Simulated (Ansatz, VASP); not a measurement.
Al: VASP beside Ansatz

INCAR

```
SYSTEM = Al
ALGO = Fast ; EDIFF = 1E-6
ENCUT = 520 ; GGA = PE
ISIF = 2 ; ISMEAR = 0
LASPH = .TRUE. ; LCHARG = .TRUE.
LELF = .TRUE. ; LREAL = .FALSE.
LVHAR = .TRUE. ; LWAVE = .FALSE.
NBANDS = 8 ; NELM = 80
PREC = Accurate ; SIGMA = 0.15
```

KPOINTS

```
k-points
0
G
  22 22 22
  0 0 0
```

The input POSCAR:

```
Al
1.0
   -1.5021558374      1.5021558374      2.0255069312
    1.5021558374     -1.5021558374      2.0255069312
    1.5021558374      1.5021558374     -2.0255069312
Al
1
Direct
    0.0000000000      0.0000000000      0.0000000000
```

Input for Ansatz:

```yaml
crystal:
  lattice:
    - [-1.5021558374, 1.5021558374, 2.0255069312]
    - [1.5021558374, -1.5021558374, 2.0255069312]
    - [1.5021558374, 1.5021558374, -2.0255069312]
  atoms:
    - { symbol: Al, position: [0.0, 0.0, 0.0] }
basis:
  ecutwfc: 420
kpoints:
  mp_grid: { grid: [22, 22, 22] }
hamiltonian:
  xc: pbe
scf:
  occupations: { method: gaussian, width: 0.15 }
output:
  forces: true
  stress: true
  eigenvalues: true
```

Alike in both runs: task single point; functional PBE; k mesh 22 × 22 × 22; occupations gaussian, width 0.15 eV; no spin polarisation.

|  | VASP | Ansatz |
| --- | --- | --- |
| version | VASP 6.6.1 | Ansatz 0.2.0 |
| potentials or method | VASP PAW PBE potentials, release 64 (Al), cutoff 520 eV | scalar-relativistic, plane waves, PAW |
| valence electrons in the cell | 3 | 3 |

```csv
,VASP,Ansatz,Ansatz less VASP
gap on the k mesh at the Fermi level (eV),none,none,-
pressure (GPa),-6.2,-6.2,+0.03
"traceless stress, the component that is largest in VASP (GPa)",1.04,1.04,+0.007
```

A gap of «none» marks a metal or a gap that the smearing closes. With one functional, cell and mesh, what is left measures potentials, basis and numerics.
